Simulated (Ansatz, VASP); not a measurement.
## Two plane-wave programs on Pb

Contents of POSCAR:

```
Pb
1.0
    3.4089596583      0.0000000000      0.0000000000
   -1.7044798292      2.9522456646      0.0000000000
    0.0000000000      0.0000000000      5.4758863477
Pb
2
Direct
    0.3333333333      0.6666666667      0.2500000000
    0.6666666667      0.3333333333      0.7500000000
```

Contents of INCAR.step1:

```
  PREC = Accurate
  ENCUT = 600
  ISMEAR = -1
  SIGMA = 0.05
  LREAL = False
  LASPH = True
  NELM = 60
  GGA = PE
  ALGO = Normal
  EDIFF = 1E-4
  LWAVE = True
  LCHARG = False
```

Contents of INCAR.step2:

```
  PREC = Accurate
  ENCUT = 600
  EDIFF = 1E-7
  ISMEAR = -1
  SIGMA = 0.05
  LREAL = False
  LASPH = True
  NELM = 60
  ALGO = Normal
  ISIF = 3
  LWAVE = False
  LCHARG = False
  METAGGA = R2SCAN
  LMIXTAU = True
  IBRION = 2
  NSW = 100
  EDIFFG = -0.005
  ISTART = 1
```

KPOINTS

```
regular mesh
0
Gamma
  11 11 6
```

Input for Ansatz:

```yaml
crystal:
  lattice:
    - [3.4089596583, 0.0, 0.0]
    - [-1.7044798292, 2.9522456646, 0.0]
    - [0.0, 0.0, 5.4758863477]
  atoms:
    - { symbol: Pb, position: [0.3333333333, 0.6666666667, 0.25] }
    - { symbol: Pb, position: [0.6666666667, 0.3333333333, 0.75] }
kpoints:
  mp_grid: { grid: [11, 11, 6] }
scf:
  occupations: { method: fermi_dirac, width: 0.05 }
hamiltonian:
  xc: r2scan
  pseudopotentials: { kind: paw }
output:
  forces: true
  stress: true
  efg: { contact_densities: true }
  write_density: true
  write_potential: true
  elf: true
  volumetric_format: npy
relax:
  f_tol: 0.005
  max_steps: 80
  cell: {}
```

Alike in both runs: task relaxation of cell and atoms; functional r2SCAN; k mesh 11 × 11 × 6; occupations fermi-dirac, width 0.05 eV; no spin polarisation.

|  | VASP | Ansatz |
| --- | --- | --- |
| version | VASP 6.6.1 | Ansatz 0.2.0 |
| potentials or method | VASP PAW PBE potentials, release 64 (Pb_d) | PAW with Ansatz's default frozen-core files, scalar-relativistic |
| plane-wave cutoff (eV) | 600 | 500 |
| valence electrons in the cell | 28 | 28 |

|  | VASP | Ansatz | Ansatz less VASP |
| --- | --- | --- | --- |
| relaxed volume (Å³/atom) | 30.82 | 30.81 | -0.010 |
| relaxed length of the cell vector where the two differ most in proportion (Å) | 5.797 | 5.796 | -0.0009 |

VASP's potentials were made for PBE, not for r2SCAN.

Spin-orbit coupling is off throughout.
